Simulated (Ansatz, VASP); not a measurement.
## SnO: VASP beside Ansatz

Contents of INCAR:

```
  PREC = Accurate
  ENCUT = 520
  EDIFF = 1E-6
  ISMEAR = 0
  SIGMA = 0.05
  LREAL = False
  LASPH = True
  NELM = 80
  ALGO = Normal
  ISIF = 2
  LWAVE = False
  LCHARG = False
  GGA = PE
  NBANDS = 28
```

The input KPOINTS:

```
regular mesh
0
Gamma
  10 10 8
```

POSCAR

```
SnO
1.0
    3.8672772812      0.0000000000      0.0000000000
    0.0000000000      3.8672772812      0.0000000000
    0.0000000000      0.0000000000      5.0679375214
Sn O
2 2
Direct
   -0.0646449638      0.4353550362      0.2286909982
    0.5646449638      0.0646449638      0.7713090018
    0.0068811044     -0.0068811044      0.0000000000
    0.4931188956      0.5068811044      0.0000000000
```

Input for Ansatz:

```yaml
crystal:
  lattice:
    - [3.8672772812, 0.0, 0.0]
    - [0.0, 3.8672772812, 0.0]
    - [0.0, 0.0, 5.0679375214]
  atoms:
    - { symbol: Sn, position: [-0.0646449638, 0.4353550362, 0.2286909982] }
    - { symbol: Sn, position: [0.5646449638, 0.0646449638, 0.7713090018] }
    - { symbol: O, position: [0.0068811044, -0.0068811044, 0.0] }
    - { symbol: O, position: [0.4931188956, 0.5068811044, 0.0] }
basis:
  ecutwfc: 520.0
kpoints:
  mp_grid: { grid: [10, 10, 8] }
hamiltonian:
  xc: pbe
scf:
  occupations: { method: gaussian, width: 0.05 }
output:
  forces: true
  stress: true
  eigenvalues: true
```

Change from the starting cell: mode 4 frozen in at -0.250 Å and mode 5 at -0.250 Å (largest displacements).

Alike in both runs: task single point; functional PBE; k mesh 10 × 10 × 8; occupations gaussian, width 0.05 eV; no spin polarisation.

```csv
,VASP,Ansatz
version,VASP 6.6.1,Ansatz 0.2.0
potentials or method,"VASP PAW PBE potentials, release 64 (Sn_d, O), cutoff 520 eV","scalar-relativistic, plane waves, PAW"
valence electrons in the cell,40,40
```

```tsv
	VASP	Ansatz	Ansatz less VASP
gap on the k mesh at the Fermi level (eV)	0.64	0.63	-0.001
least direct gap on the mesh (eV)	1.75	1.78	+0.024
pressure (GPa)	5.4	5.2	-0.25
traceless stress, the component that is largest in VASP (GPa)	5.47	5.29	-0.182
rms of the force components (eV/Å)	0.945	0.905	-0.0399
```

Atom by atom the forces differ by 0.049 eV/Å (rms over components). With one functional, cell and mesh, what is left measures potentials, basis and numerics.
